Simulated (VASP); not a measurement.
Crystal: Si2Ni.

```
Ni Si
1.0
     0.00000    2.73857    2.73857
     2.73857    0.00000    2.73857
     2.73857    2.73857    0.00000
Ni Si
1 2
Direct
  0.00000 0.00000 0.00000
  0.75000 0.75000 0.75000
  0.25000 0.25000 0.25000
```

This cell differs from its parent crystal: volume scaled by 1.04.

Program: VASP 6.6.1. Alike in all runs: task single point; spin collinear, ferromagnetic start; cell as given; k mesh 9 × 9 × 9; cutoff (eV) 520; smearing fermi-dirac 0.05 eV.

**Question.** Order these runs on this cell by their pressure, lowest first.
A. level LDA; potentials or basis VASP PAW LDA potentials, release 64 (Ni, Si)
B. level PBE; potentials or basis VASP PAW PBE potentials, release 64 (Ni, Si)
C. level r2SCAN; potentials or basis VASP PAW PBE potentials, release 64 (Ni, Si)

**Answer.** A (-9.4 GPa), C (-6.8 GPa), B (-2.1 GPa).

Caveats: the PAW data sets were made with another functional, which shifts forces and pressure a little (some runs).
